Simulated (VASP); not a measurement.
# Ru in VASP: further runs

The runs below take Ru through relaxation of the atoms, with LDA.

Program: VASP 6.6.1. These are calculated values, not measurements. Logs are shortened: lines on timing, memory, paths and dates and some standing lists are left out, and cuts for length are marked.

## Step 1: The cell of the first run

The cell holds a slab with vacuum, 4 atoms: a = 2.674 Å, b = 2.674 Å, c = 20.340 Å, α = 90.00°, β = 90.00°, γ = 120.00°.

## Step 2: Relaxation of the atoms, LDA

The input, INCAR:

```
SYSTEM = Ru
PREC = Accurate ; ENCUT = 520
EDIFF = 1E-6 ; ISMEAR = 0
SIGMA = 0.1 ; LREAL = .FALSE.
LASPH = .TRUE. ; NELM = 80
ALGO = Normal ; ISIF = 2
LWAVE = .FALSE. ; LCHARG = .FALSE.
LDIPOL = .TRUE. ; IDIPOL = 3
DIPOL = 0.5 0.5 0.500 ; GGA = CA
IBRION = 2 ; NSW = 70
EDIFFG = -0.03
```

The input, KPOINTS:

```
Automatic mesh
0
G
  12 12 1
  0 0 0
```

The input, POSCAR:

```
Ru
1.0
    2.6740588489      0.0000000000      0.0000000000
   -1.3370294244      2.3158028943      0.0000000000
    0.0000000000      0.0000000000     20.3401414773
Ru
4
Selective dynamics
Direct
    0.6666666667      0.3333333333      0.3441470654  F F F
    0.3333333333      0.6666666667      0.4480490218  F F F
    0.6666666667      0.3333333333      0.5519509782  T T T
    0.3333333333      0.6666666667      0.6558529346  T T T
```

Potentials or basis: VASP PAW LDA potentials, release 64 (Ru_pv).

On the command line:

```bash
$ cat potpaw_LDA.64/Ru_pv/POTCAR > POTCAR
$ mpirun -np 1 vasp_std > vasp.out
```

OUTCAR:

```text
SYSTEM = Ru
   PREC = Accurate
   ENCUT = 520
   EDIFF = 1E-6
   ISMEAR = 0
   LREAL = .FALSE.
   LASPH = .TRUE.
   NELM = 80
   ISIF = 2
   GGA = CA
   IBRION = 2
   NSW = 70
   EDIFFG = -0.03

 ion  position               nearest neighbor table
   1  0.667  0.333  0.344-   2 2.62   2 2.62   2 2.62
   2  0.333  0.667  0.448-   3 2.62   1 2.62   3 2.62   1 2.62   3 2.62   1 2.62
   3  0.667  0.333  0.552-   2 2.62   4 2.62   2 2.62   4 2.62   2 2.62   4 2.62
   4  0.333  0.667  0.656-   3 2.62   3 2.62   3 2.62

  LATTYP: Found a hexagonal cell.
 ALAT       =     2.6740588489
 C/A-ratio  =     7.6064674065

  Lattice vectors:

 A1 = (   2.6740588489,   0.0000000000,   0.0000000000)
 A2 = (  -1.3370294244,   2.3158028943,   0.0000000000)
 A3 = (   0.0000000000,   0.0000000000,  20.3401414773)

Analysis of symmetry for initial positions (statically):
=====================================================================
 Subroutine PRICEL returns:
 Original cell was already a primitive cell.

 Routine SETGRP: Setting up the symmetry group for a
 hexagonal supercell.

 Subroutine GETGRP returns: Found 12 space group operations
 (whereof 12 operations were pure point group operations)
 out of a pool of 24 trial point group operations.

The static configuration has the point symmetry D_3d.

Analysis of symmetry for dynamics (positions and initial velocities):
=====================================================================
 Subroutine PRICEL returns:
 Original cell was already a primitive cell.

 Routine SETGRP: Setting up the symmetry group for a
 hexagonal supercell.

 Subroutine GETGRP returns: Found 12 space group operations
 (whereof 12 operations were pure point group operations)
 out of a pool of 24 trial point group operations.

The dynamic configuration has the point symmetry D_3d.

Analysis of constrained symmetry for selective dynamics:
=====================================================================
 Subroutine PRICEL returns:
 Original cell was already a primitive cell.

 Routine SETGRP: Setting up the symmetry group for a
 hexagonal supercell.

 Subroutine GETGRP returns: Found  6 space group operations
 (whereof  6 operations were pure point group operations)
 out of a pool of 24 trial point group operations.

The constrained configuration has the point symmetry C_3v.

 Subroutine INISYM returns: Found  6 space group operations
 (whereof  6 operations are pure point group operations),
 and found     1 'primitive' translations

----------------------------------------------------------------------------------------

                                     Primitive cell

  volume of cell :     125.9582

  direct lattice vectors                    reciprocal lattice vectors
     2.674058849  0.000000000  0.000000000     0.373963348  0.215907840  0.000000000
    -1.337029424  2.315802894  0.000000000     0.000000000  0.431815679  0.000000000
     0.000000000  0.000000000 20.340141477     0.000000000  0.000000000  0.049163866

  length of vectors
     2.674058849  2.674058849 20.340141477     0.431815679  0.431815679  0.049163866

  position of ions in fractional coordinates (direct lattice)
     0.666666667  0.333333333  0.344147065
     0.333333333  0.666666667  0.448049022
     0.666666667  0.333333333  0.551950978
     0.333333333  0.666666667  0.655852935

  ion indices of the primitive-cell ions
   primitive index   ion index
                 1           1
                 2           2
                 3           3
                 4           4

----------------------------------------------------------------------------------------

 KPOINTS: Automatic mesh

Automatic generation of k-mesh.
 Grid dimensions read from file:
 generate k-points for:   12   12    1

 Generating k-lattice:

  Cartesian coordinates                     Fractional coordinates (reciprocal lattice)
     0.031163612  0.017992320  0.000000000     0.083333333  0.000000000  0.000000000
     0.000000000  0.035984640  0.000000000     0.000000000  0.083333333  0.000000000
     0.000000000  0.000000000  0.049163866     0.000000000  0.000000000  1.000000000

  Length of vectors
     0.035984640  0.035984640  0.049163866

  Shift w.r.t. Gamma in fractional coordinates (k-lattice)
     0.000000000  0.000000000  0.000000000

 Subroutine IBZKPT returns following result:
 ===========================================

 Found     19 irreducible k-points:

 Following reciprocal coordinates:
            Coordinates               Weight
  0.000000  0.000000  0.000000      1.000000
  0.083333  0.000000  0.000000      6.000000
  0.166667  0.000000  0.000000      6.000000
  0.250000 -0.000000  0.000000      6.000000
  0.333333  0.000000  0.000000      6.000000
  0.416667 -0.000000  0.000000      6.000000
[... 11 lines left out ...]
  0.333333  0.250000  0.000000     12.000000
  0.333333  0.333333  0.000000      2.000000
   k-points           NKPTS =     19   k-points in BZ     NKDIM =     19   number of bands    NBANDS=     33
   number of dos      NEDOS =    301   number of ions     NIONS =      4
   total plane-waves  NPLWV =  64000
   dimension x,y,z NGX =    20 NGY =   20 NGZ =  160
   dimension x,y,z NGXF=    40 NGYF=   40 NGZF=  320
   ions per type =               4
   NGX,Y,Z   is equivalent  to a cutoff of  12.43, 12.43, 13.08 a.u.
   NGXF,Y,Z  is equivalent  to a cutoff of  24.87, 24.87, 26.15 a.u.
 SYSTEM =  Ru
   PREC   = accura    normal or accurate (medium, high low for compatibility)
   ISTART =      0    job   : 0-new  1-cont  2-samecut
   ICHARG =      2    charge: 1-file 2-atom 10-const
   ISPIN  =      1    spin polarized calculation?
   LNONCOLLINEAR =      F non collinear calculations
   LSORBIT =      F    spin-orbit coupling
   LASPH  =      T    aspherical Exc in radial PAW
   ENCUT  =  520.0 eV  38.22 Ry    6.18 a.u.   4.97  4.97 37.82*2*pi/ulx,y,z
   NELM   =     80;   NELMIN=  2; NELMDL= -5     # of ELM steps
   EDIFF  = 0.1E-05   stopping-criterion for ELM
   LREAL  =      F    real-space projection
   EDIFFG = -.3E-01   stopping-criterion for IOM
   NSW    =     70    number of steps for IOM
   IBRION =      2    ionic relax: 0-MD 1-quasi-New 2-CG
   NFREE  =      1    steps in history (QN), initial steepest desc. (CG)
   ISIF   =      2    stress and relaxation
   ISYM   =      2    0-nonsym 1-usesym 2-fastsym
   POTIM  = 0.5000    time-step for ionic-motion
   TEBEG  =    0.0;   TEEND  =   0.0 temperature during run
   PSTRESS=    0.0 pullay stress
   NELECT =      56.0000    total number of electrons
   NUPDOWN=      -1.0000    fix difference up-down
   EMIN   =  10.00;   EMAX   =-10.00  energy-range for DOS
   EFERMI =   0.00;   METHOD = LEGACY
   ISMEAR =     0;   SIGMA  =   0.10  broadening in eV -4-tet -1-fermi 0-gaus
   EFERMI_NEDOS =   21; number of points for ismear=-14 and -15
   IALGO  =     38    algorithm
   IMIX   =      4    mixing-type and parameters
     AMIX     =   0.40;   BMIX     =  1.00
     AMIX_MAG =   1.60;   BMIX_MAG =  1.00
  volume/ion in A,a.u.               =      31.49       212.50
  Fermi-wavevector in a.u.,A,eV,Ry     =   1.249478  2.361171 21.241356  1.561196
  Thomas-Fermi vector in A             =   2.383517
   LORBIT       =      0    0 simple, 1 ext, 2 COOP (PROOUT), +10 PAW based schemes
   GGA     = CA    functional components
   LHFCALC =     F    Hartree Fock is set to
   AEXX    =    0.0000 exact exchange contribution
   IVDW    =     0    specifies the selected vdW correction
   LEPSILON=     F    determine dielectric tensor
   LRPA    =     F    only Hartree local field effects (RPA)
 conjugate gradient relaxation of ions
 non-spin polarized calculation
 Gauss-broadening in eV      SIGMA  =   0.10
  energy-cutoff  :      520.00
  volume of cell :      125.96
 maximum number of plane-waves:      3459
 NGX is ok and might be reduce to    20
   NGX =  9   NGY =  9   NGZ = 75

--------------------------------------- Ionic step        1  -------------------------------------------

 number of electron      56.0000000 magnetization

 Free energy of the ion-electron system (eV)
  ---------------------------------------------------
  ext. energy  EPLUGINS =         0.00000000
  ---------------------------------------------------
  free energy    TOTEN  =       -40.26413549 eV

  energy without entropy =      -40.24239937  energy(sigma->0) =      -40.25326743

------------------------ aborting loop because EDIFF is reached ----------------------------------------

 vacuum level on the upper side and lower side of the slab       (xc-potential included)        -0.210        -0.209

  FORCE on cell =-STRESS in cart. coord.  units (eV):
  Direction    XX          YY          ZZ          XY          YZ          ZX
  --------------------------------------------------------------------------------------
  -------------------------------------------------------------------------------------
  Total       -4.2425972     -4.2425972     -3.2324885     -0.0000000      0.0000000      0.0000000
  in kB      -53.9654570    -53.9654570    -41.1169643     -0.0000000      0.0000000      0.0000000
  external PRESSURE =     -49.6826261 kB  Pullay stress =       0.0000000 kB
[... 133 lines left out ...]
  FREE ENERGIE OF THE ION-ELECTRON SYSTEM (eV)
  ---------------------------------------------------
  free  energy   TOTEN  =       -40.2838931474 eV

  energy  without entropy=      -40.2611979509  energy(sigma->0) =      -40.27254555

 dipolmoment           0.000000      0.000000      0.003600 electrons x Angstroem

--------------------------------------- Ionic step        5  -------------------------------------------

 number of electron      55.9999999 magnetization

 dipolmoment           0.000000      0.000000     -0.001137 electrons x Angstroem

 Free energy of the ion-electron system (eV)
  ---------------------------------------------------
  ext. energy  EPLUGINS =         0.00000000
  ---------------------------------------------------
  free energy    TOTEN  =       -40.28676691 eV

  energy without entropy =      -40.26457246  energy(sigma->0) =      -40.27566968

 E-fermi :   2.4543     XC(G=0):  -7.0976

 val. band max:        2.4319873946   @ k =   0.2500   0.0833   0.0000
 cond. band min:       2.4556945014   @ k =   0.2500  -0.0000   0.0000
 fundamental gap:      0.0237071068
 Fermi energy:         2.4543019837

 k-point     1 :       0.0000    0.0000    0.0000
  band No.  band energies     occupation
      1     -41.1336      2.00000
      2     -40.6249      2.00000
      3     -40.2132      2.00000
      4     -40.2132      2.00000
      5     -40.1015      2.00000
      6     -40.1015      2.00000
[... 673 lines left out ...]
     32       3.7044      0.00000
     33      10.2173      0.00000

------------------------ aborting loop because EDIFF is reached ----------------------------------------

 vacuum level on the upper side and lower side of the slab       (xc-potential included)        -0.026         0.007

  FORCE on cell =-STRESS in cart. coord.  units (eV):
  Direction    XX          YY          ZZ          XY          YZ          ZX
  --------------------------------------------------------------------------------------
  -------------------------------------------------------------------------------------
  Total       -3.6485344     -3.6485344     -1.4926217     -0.0000000      0.0000000     -0.0000000
  in kB      -46.4090312    -46.4090312    -18.9860145     -0.0000000      0.0000000     -0.0000000
  external PRESSURE =     -37.2680256 kB  Pullay stress =       0.0000000 kB
[... 19 lines left out ...]
  FREE ENERGIE OF THE ION-ELECTRON SYSTEM (eV)
  ---------------------------------------------------
  free  energy   TOTEN  =       -40.2867669099 eV

  energy  without entropy=      -40.2645724577  energy(sigma->0) =      -40.27566968

 reached required accuracy - stopping structural energy minimisation

 vacuum level on the upper side and lower side of the slab         7.869         7.900
```

Wall time 8.6 min (1 thread of Intel Xeon 8259CL, shared host); peak memory 0.23 GiB.

Results:

| Quantity | Value |
| --- | --- |
| Free energy | -40.2868 eV |
| Energy gained by relaxing | 5.7 meV/atom |
| Ionic steps | 5 |
| Band gap on the k mesh | zero (bands 28 and 29 overlap by 2.57 eV) |

Step by step:
| step | energy change (eV) | largest force on free atoms (eV/Å) | pressure (GPa) |
| --- | --- | --- | --- |
| 1 | 0.0000 | 0.6783 | -4.97 |
| 2 | -0.0178 | 0.1930 | -4.32 |
| 3 | -0.0178 | 0.1667 | -4.34 |
| 4 | -0.0198 | 0.1342 | -4.19 |
| 5 | -0.0226 | 0.0279 | -3.73 |

Final structure:
```cif
data_structure
_symmetry_space_group_name_H-M 'P 1'
_symmetry_Int_Tables_number 1
_cell_length_a 2.6741
_cell_length_b 2.6741
_cell_length_c 20.3401
_cell_angle_alpha 90.000
_cell_angle_beta 90.000
_cell_angle_gamma 120.000
_cell_volume 125.96
loop_
_atom_site_label
_atom_site_type_symbol
_atom_site_fract_x
_atom_site_fract_y
_atom_site_fract_z
_atom_site_occupancy
Ru1 Ru 0.66667 0.33333 0.34415 1
Ru2 Ru 0.33333 0.66667 0.44805 1
Ru3 Ru 0.66667 0.33333 0.55190 1
Ru4 Ru 0.33333 0.66667 0.65268 1
```

## Step 3: Relaxation of the atoms, LDA

INCAR is that of step 2.

KPOINTS is that of step 2.

POSCAR, as its differences from that of step 2:

```diff
@@ -2,5 +2,5 @@
 1.0
-    2.6740588489      0.0000000000      0.0000000000
-   -1.3370294244      2.3158028943      0.0000000000
-    0.0000000000      0.0000000000     20.3401414773
+    2.6740588505      0.0000000000      0.0000000000
+   -1.3370294252      2.3158028957      0.0000000000
+    0.0000000000      0.0000000000     20.3401414788
 Ru
```

Potentials or basis: VASP PAW LDA potentials, release 64 (Ru_pv).

On the command line:

```bash
$ cat potpaw_LDA.64/Ru_pv/POTCAR > POTCAR
$ mpirun -np 1 vasp_std > vasp.out
```

It took 4.3 min on 1 thread of AMD EPYC 7R13 (Zen 3), shared host; peak memory 0.2 GiB.

Results (log left out):

```
Free energy               : -40.2868 eV
Energy gained by relaxing : 5.7 meV/atom
Ionic steps               : 5
Band gap on the k mesh    : zero (bands 28 and 29 overlap by 2.57 eV)
```

The path:
```csv
step,energy change (eV),largest force on free atoms (eV/Å),pressure (GPa)
1,0.0000,0.6783,-4.97
2,-0.0178,0.1930,-4.32
3,-0.0178,0.1667,-4.34
4,-0.0198,0.1342,-4.19
5,-0.0226,0.0279,-3.73
```

Final structure:
```cif
data_structure
_symmetry_space_group_name_H-M 'P 1'
_symmetry_Int_Tables_number 1
_cell_length_a 2.6741
_cell_length_b 2.6741
_cell_length_c 20.3401
_cell_angle_alpha 90.000
_cell_angle_beta 90.000
_cell_angle_gamma 120.000
_cell_volume 125.96
loop_
_atom_site_label
_atom_site_type_symbol
_atom_site_fract_x
_atom_site_fract_y
_atom_site_fract_z
_atom_site_occupancy
Ru1 Ru 0.66667 0.33333 0.34415 1
Ru2 Ru 0.33333 0.66667 0.44805 1
Ru3 Ru 0.66667 0.33333 0.55190 1
Ru4 Ru 0.33333 0.66667 0.65268 1
```

Levels at points of the mesh, in eV from the Fermi level:
```
           k point  band 24  band 25  band 26  band 27  band 28  band 29  band 30  band 31
(0.00, 0.00, 0.00)    -2.22    -2.07    -2.07    -1.83    -0.90    -0.90     0.08     0.19
(0.50, 0.00, 0.00)    -1.05     0.17     0.21     1.13     1.50     1.50     1.72     2.14
```

The gap in the log of VASP goes by the Fermi energy; the results here count the filled bands.